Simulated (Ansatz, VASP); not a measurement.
SbAs4Au: VASP beside Ansatz

```xyz
6
Lattice="0.0000 3.9784 3.9784 3.9784 0.0000 3.9784 3.9784 3.9784 0.0000" Properties=species:S:1:pos:R:3 pbc="T T T"
Sb    0.0000    0.0000    0.0000
As    2.9889    2.9889    4.9679
As    2.9889    4.9679    2.9889
As    4.9679    2.9889    2.9889
As    4.9679    4.9679    4.9679
Au    1.9892    1.9892    1.9892
```

Change from the starting cell: species swapped into the YbCu4Pd type (F-43m, No. 216).

Alike in both runs: task relaxation of cell and atoms; functional PBE; k mesh 8 × 8 × 8; occupations gaussian, width 0.1 eV; no spin polarisation.

```csv
,VASP,Ansatz
version,VASP 6.6.1,Ansatz 0.2.0
potentials or method,"VASP PAW PBE potentials, release 64 (Sb, As, Au), cutoff 600 eV","scalar-relativistic, plane waves, PAW"
valence electrons in the cell,36,94
```

Ansatz gave:

```
gap on the k mesh at the Fermi level, each at its own relaxed structure (eV) : none
relaxed volume (Å³/atom)                                                     : 21.39
relaxed cell length with the largest relative difference (Å)                 : 5.661
```

What did VASP give for the same quantities?

gap on the k mesh at the Fermi level, each at its own relaxed structure (eV): none; relaxed volume (Å³/atom): 21.37; relaxed cell length with the largest relative difference (Å): 5.660.

A gap of «none» marks a metal or a gap that the smearing closes. VASP's potentials hold 36 valence electrons a cell and Ansatz's 94, so a difference there can come from the potentials and not from the codes.

Neither program's run includes spin-orbit coupling.
